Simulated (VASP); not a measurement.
# Se (P1) in VASP: relaxation of cell and atoms with PBE

Aim: the relaxation of cell and atoms of Se with PBE.

Program: VASP 6.6.1. These are calculated values, not measurements. Logs are shortened: lines on timing, memory, paths and dates and some standing lists are left out, and cuts for length are marked.

**1. The cell of the first run**

The typed cell holds 3 atoms: a = 4.523 Å, b = 5.046 Å, c = 4.502 Å, α = 89.93°, β = 119.68°, γ = 90.15°.

**2. Relaxation of cell and atoms, PBE**

File INCAR:

```
PREC = Accurate
ENCUT = 600
EDIFF = 1E-6
ISMEAR = 0
SIGMA = 0.02
LREAL = False
LASPH = True
NELM = 100
ALGO = Normal
ISIF = 3
LWAVE = False
LCHARG = False
GGA = PE
IBRION = 2
NSW = 100
EDIFFG = -0.01
```

File KPOINTS:

```
Automatic mesh
0
Gamma
  8 6 8
```

File POSCAR:

```
Se
1.0
    4.4396310354      0.0261974915     -0.8659852455
    0.0161471949      5.0371679848      0.3035531866
   -1.4392737345     -0.2462437701      4.2582817765
Se
3
Direct
    0.8430754592      0.6634239208      0.5337158923
    1.0607750570      0.3298925836      0.9717063752
    0.6244650800      0.9962142882      0.7541258655
```

Potentials or basis: VASP PAW PBE potentials, release 64 (Se).

On the command line:

```
cat potpaw_PBE.64/Se/POTCAR > POTCAR
mpirun -np 1 vasp_std > vasp.out
```

OUTCAR:

```text
PREC = Accurate
   ENCUT = 600
   EDIFF = 1E-6
   ISMEAR = 0
   LREAL = False
   LASPH = True
   NELM = 100
   ISIF = 3
   GGA = PE
   IBRION = 2
   NSW = 100
   EDIFFG = -0.01

 ion  position               nearest neighbor table
   1  0.843  0.663  0.534-   3 2.40   2 2.40
   2  0.061  0.330  0.972-   3 2.40   1 2.40
   3  0.624  0.996  0.754-   2 2.40   1 2.40

  LATTYP: Found a triclinic cell.
 ALAT       =     4.5233771106
 B/A-ratio  =     0.9952029880
 C/A-ratio  =     1.1156116037
 COS(alpha) =     0.0012767346
 COS(beta)  =     0.0025945250
 COS(gamma) =     0.4952123427

  Lattice vectors:

 A1 = (  -4.4396310354,  -0.0261974915,   0.8659852455)
 A2 = (  -1.4392737345,  -0.2462437701,   4.2582817765)
 A3 = (   0.0161471949,   5.0371679848,   0.3035531866)

Analysis of symmetry for initial positions (statically):
=====================================================================
 Subroutine PRICEL returns:
 Original cell was already a primitive cell.

 Routine SETGRP: Setting up the symmetry group for a
 triclinic supercell.

 Subroutine GETGRP returns: Found  1 space group operations
 (whereof  1 operations were pure point group operations)
 out of a pool of  2 trial point group operations.

The static configuration has the point symmetry C_1 .

Analysis of symmetry for dynamics (positions and initial velocities):
=====================================================================
 Subroutine PRICEL returns:
 Original cell was already a primitive cell.

 Routine SETGRP: Setting up the symmetry group for a
 triclinic supercell.

 Subroutine GETGRP returns: Found  1 space group operations
 (whereof  1 operations were pure point group operations)
 out of a pool of  2 trial point group operations.

The dynamic configuration has the point symmetry C_1 .

 Subroutine INISYM returns: Found  1 space group operations
 (whereof  1 operations are pure point group operations),
 and found     1 'primitive' translations

----------------------------------------------------------------------------------------

                                     Primitive cell

  volume of cell :      89.2724

  direct lattice vectors                    reciprocal lattice vectors
     4.439631035  0.026197491 -0.865985246     0.241109439 -0.005664183  0.081166003
     0.016147195  5.037167985  0.303553187     0.001139066  0.197808075  0.011823650
    -1.439273734 -0.246243770  4.258281776     0.048952009 -0.015252718  0.250499969

  length of vectors
     4.523377111  5.046331992  4.501678416     0.254467610  0.198164403  0.255693526

  position of ions in fractional coordinates (direct lattice)
     0.843075459  0.663423921  0.533715892
     0.060775057  0.329892584  0.971706375
     0.624465080  0.996214288  0.754125866

  ion indices of the primitive-cell ions
   primitive index   ion index
                 1           1
                 2           2
                 3           3

----------------------------------------------------------------------------------------

 KPOINTS: Automatic mesh

Automatic generation of k-mesh.
 Grid dimensions read from file:
 generate k-points for:    8    6    8

 Generating k-lattice:

  Cartesian coordinates                     Fractional coordinates (reciprocal lattice)
     0.030138680 -0.000708023  0.010145750     0.125000000  0.000000000  0.000000000
     0.000189844  0.032968012  0.001970608     0.000000000  0.166666667  0.000000000
     0.006119001 -0.001906590  0.031312496     0.000000000  0.000000000  0.125000000

  Length of vectors
     0.031808451  0.033027400  0.031961691

  Shift w.r.t. Gamma in fractional coordinates (k-lattice)
     0.000000000  0.000000000  0.000000000

 Subroutine IBZKPT returns following result:
 ===========================================

 Found    196 irreducible k-points:

 Following reciprocal coordinates:
            Coordinates               Weight
  0.000000  0.000000  0.000000      1.000000
  0.125000  0.000000  0.000000      2.000000
  0.250000  0.000000  0.000000      2.000000
  0.375000  0.000000  0.000000      2.000000
  0.500000  0.000000  0.000000      1.000000
  0.000000  0.166667  0.000000      2.000000
[... 16 lines left out ...]
  0.125000  0.500000 -0.000000      2.000000
  0.250000  0.500000  0.000000      2.000000
 [... further k-points ...]
   k-points           NKPTS =    196   k-points in BZ     NKDIM =    196   number of bands    NBANDS=     13
   number of dos      NEDOS =    301   number of ions     NIONS =      3
   total plane-waves  NPLWV =  51840
   dimension x,y,z NGX =    36 NGY =   40 NGZ =   36
   dimension x,y,z NGXF=    72 NGYF=   80 NGZF=   72
   ions per type =               3
   NGX,Y,Z   is equivalent  to a cutoff of  13.23, 13.18, 13.29 a.u.
   NGXF,Y,Z  is equivalent  to a cutoff of  26.46, 26.36, 26.59 a.u.
 SYSTEM =  unknown system
   PREC   = accura    normal or accurate (medium, high low for compatibility)
   ISTART =      0    job   : 0-new  1-cont  2-samecut
   ICHARG =      2    charge: 1-file 2-atom 10-const
   ISPIN  =      1    spin polarized calculation?
   LNONCOLLINEAR =      F non collinear calculations
   LSORBIT =      F    spin-orbit coupling
   LASPH  =      T    aspherical Exc in radial PAW
   ENCUT  =  600.0 eV  44.10 Ry    6.64 a.u.   9.03 10.08  8.99*2*pi/ulx,y,z
   NELM   =    100;   NELMIN=  2; NELMDL= -5     # of ELM steps
   EDIFF  = 0.1E-05   stopping-criterion for ELM
   LREAL  =      F    real-space projection
   EDIFFG = -.1E-01   stopping-criterion for IOM
   NSW    =    100    number of steps for IOM
   IBRION =      2    ionic relax: 0-MD 1-quasi-New 2-CG
   NFREE  =      1    steps in history (QN), initial steepest desc. (CG)
   ISIF   =      3    stress and relaxation
   ISYM   =      2    0-nonsym 1-usesym 2-fastsym
   POTIM  = 0.5000    time-step for ionic-motion
   TEBEG  =    0.0;   TEEND  =   0.0 temperature during run
   PSTRESS=    0.0 pullay stress
   NELECT =      18.0000    total number of electrons
   NUPDOWN=      -1.0000    fix difference up-down
   EMIN   =  10.00;   EMAX   =-10.00  energy-range for DOS
   EFERMI =   0.00;   METHOD = LEGACY
   ISMEAR =     0;   SIGMA  =   0.02  broadening in eV -4-tet -1-fermi 0-gaus
   EFERMI_NEDOS =   21; number of points for ismear=-14 and -15
   IALGO  =     38    algorithm
   IMIX   =      4    mixing-type and parameters
     AMIX     =   0.40;   BMIX     =  1.00
     AMIX_MAG =   1.60;   BMIX_MAG =  1.00
  volume/ion in A,a.u.               =      29.76       200.81
  Fermi-wavevector in a.u.,A,eV,Ry     =   0.959975  1.814089 12.538472  0.921552
  Thomas-Fermi vector in A             =   2.089218
   LORBIT       =      0    0 simple, 1 ext, 2 COOP (PROOUT), +10 PAW based schemes
   GGA     = PE    functional components
   LHFCALC =     F    Hartree Fock is set to
   AEXX    =    0.0000 exact exchange contribution
   IVDW    =     0    specifies the selected vdW correction
   LEPSILON=     F    determine dielectric tensor
   LRPA    =     F    only Hartree local field effects (RPA)
 conjugate gradient relaxation of ions
 non-spin polarized calculation
 Gauss-broadening in eV      SIGMA  =   0.02
  energy-cutoff  :      600.00
  volume of cell :       89.27
 maximum number of plane-waves:      3014
   NGX = 19   NGY = 21   NGZ = 17

--------------------------------------- Ionic step        1  -------------------------------------------

 number of electron      18.0000000 magnetization

 Free energy of the ion-electron system (eV)
  ---------------------------------------------------
  ext. energy  EPLUGINS =         0.00000000
  ---------------------------------------------------
  free energy    TOTEN  =       -10.51084013 eV

  energy without entropy =      -10.51084013  energy(sigma->0) =      -10.51084013

------------------------ aborting loop because EDIFF is reached ----------------------------------------

  FORCE on cell =-STRESS in cart. coord.  units (eV):
  Direction    XX          YY          ZZ          XY          YZ          ZX
  --------------------------------------------------------------------------------------
  -------------------------------------------------------------------------------------
  Total        0.0454871      0.0635781      0.0523453      0.0021463      0.0019355     -0.0030662
  in kB        0.8163600      1.1410387      0.9394447      0.0385193      0.0347372     -0.0550288
  external PRESSURE =       0.9656145 kB  Pullay stress =       0.0000000 kB
[... 59 lines left out ...]
  energy  without entropy=      -10.5108452740  energy(sigma->0) =      -10.51084527

--------------------------------------- Ionic step        3  -------------------------------------------

 number of electron      18.0000000 magnetization

 Free energy of the ion-electron system (eV)
  ---------------------------------------------------
  ext. energy  EPLUGINS =         0.00000000
  ---------------------------------------------------
  free energy    TOTEN  =       -10.51090048 eV

  energy without entropy =      -10.51090048  energy(sigma->0) =      -10.51090048

 E-fermi :   1.9726     XC(G=0):  -8.4262

 val. band max:        1.8318038948   @ k =   0.5000   0.5000  -0.0000
 cond. band min:       2.9544539982   @ k =   0.3750   0.5000   0.2500
 fundamental gap:      1.1226501034
 Fermi energy:         1.9726416311

 k-point     1 :       0.0000    0.0000    0.0000
  band No.  band energies     occupation
      1     -13.5337      2.00000
      2      -9.7286      2.00000
      3      -9.7239      2.00000
      4      -1.8900      2.00000
      5      -1.8855      2.00000
      6      -1.5862      2.00000
      7      -0.0157      2.00000
      8      -0.0123      2.00000
      9       1.5177      2.00000
     10       3.7378      0.00000
     11       3.7654      0.00000
     12       4.1246      0.00000
     13       7.7187      0.00000
[... 353 lines left out ...]
 k-point    24 :       0.2500    0.5000    0.0000
  band No.  band energies     occupation
      1     -12.3521      2.00000
      2     -12.3057      2.00000
      3      -8.1193      2.00000
      4      -3.1723      2.00000
      5      -1.9273      2.00000
      6      -1.7965      2.00000
      7       0.4000      2.00000
      8       0.7656      2.00000
      9       1.0035      2.00000
     10       3.4135      0.00000
     11       3.8149      0.00000
     12       4.3162      0.00000
     13       8.4382      0.00000

 [... further k-points ...]
[... 5 lines left out ...]
  --------------------------------------------------------------------------------------
  -------------------------------------------------------------------------------------
  Total       -0.0003191     -0.0115382      0.0070356      0.0021734     -0.0016115     -0.0028203
  in kB       -0.0057189     -0.2068092      0.1261058      0.0389566     -0.0288836     -0.0505503
  external PRESSURE =      -0.0288074 kB  Pullay stress =       0.0000000 kB
[... 18 lines left out ...]
  FREE ENERGIE OF THE ION-ELECTRON SYSTEM (eV)
  ---------------------------------------------------
  free  energy   TOTEN  =       -10.5109004832 eV

  energy  without entropy=      -10.5109004832  energy(sigma->0) =      -10.51090048

 reached required accuracy - stopping structural energy minimisation
```

It took 1.9 min on 1 thread of Intel Xeon 6975P-C (Granite Rapids), shared host; peak memory 0.39 GiB.

Results:

```
Free energy                            : -10.5109 eV
Relaxed volume                         : 29.80 Å³/atom
Relaxed cell                           : a = 4.525 Å, b = 5.049 Å, c = 4.504 Å, α = 89.93°, β = 119.69°, γ = 90.15°
Space group after relaxing (to 0.05 Å) : C2 (No. 5)
Energy gained by relaxing              : 0.0 meV/atom
Ionic steps                            : 3
Pressure after relaxing                : 0.0 GPa
Largest force after relaxing           : 0.005 eV/Å
Band gap on the k mesh                 : 1.12 eV, indirect (least direct gap 1.22 eV)
```

Forces on the atoms (eV/Å):
```
Se  -0.001 -0.003 -0.002
Se   0.004  0.001  0.004
Se  -0.003  0.003 -0.002
```

Final structure:
```cif
data_structure
_symmetry_space_group_name_H-M 'P 1'
_symmetry_Int_Tables_number 1
_cell_length_a 4.5251
_cell_length_b 5.0489
_cell_length_c 4.5036
_cell_angle_alpha 89.926
_cell_angle_beta 119.686
_cell_angle_gamma 90.147
_cell_volume 89.39
loop_
_atom_site_label
_atom_site_type_symbol
_atom_site_fract_x
_atom_site_fract_y
_atom_site_fract_z
_atom_site_occupancy
Se1 Se 0.84307 0.66340 0.53358 1
Se2 Se 0.06093 0.32990 0.97186 1
Se3 Se 0.62432 0.99623 0.75411 1
```

A k mesh can miss the band edges.
